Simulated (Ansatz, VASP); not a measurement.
## Two plane-wave programs on Ni

```xyz
1
Lattice="0.0000 1.7330 1.7330 1.7330 0.0000 1.7330 1.7330 1.7330 0.0000" Properties=species:S:1:pos:R:3 pbc="T T T"
Ni    0.0000    0.0000    0.0000
```

Alike in both runs: functional PBEsol; k mesh 10 × 10 × 10; occupations gaussian, width 0.1 eV; collinear spin.

Ansatz relaxed the structure, and its values are those at the end. VASP's run is a single point on that final structure, the one shown.

|  | VASP | Ansatz |
| --- | --- | --- |
| version | VASP 6.6.1 | Ansatz 0.2.0 |
| potentials or method | VASP PAW PBE potentials, release 64 (Ni), cutoff 520 eV | scalar-relativistic, plane waves, PAW |
| valence electrons in the cell | 10 | 18 |

```csv
,VASP,Ansatz,Ansatz less VASP
gap on the k mesh at the Fermi level (eV),none,none,-
pressure (GPa),-0.2,0.1,+0.22
net moment per atom (μB),0.71,0.72,+0.017
size of the moment on the site where the two differ most (μB),0.71,0.76,+0.045
```

VASP's potentials were made for PBE, not for PBEsol. Site moments also hang on the region over which each program counts them. A gap of «none» marks a metal or a gap that the smearing closes. VASP's potentials hold 10 valence electrons a cell and Ansatz's 18, so a difference there can come from the potentials and not from the codes.
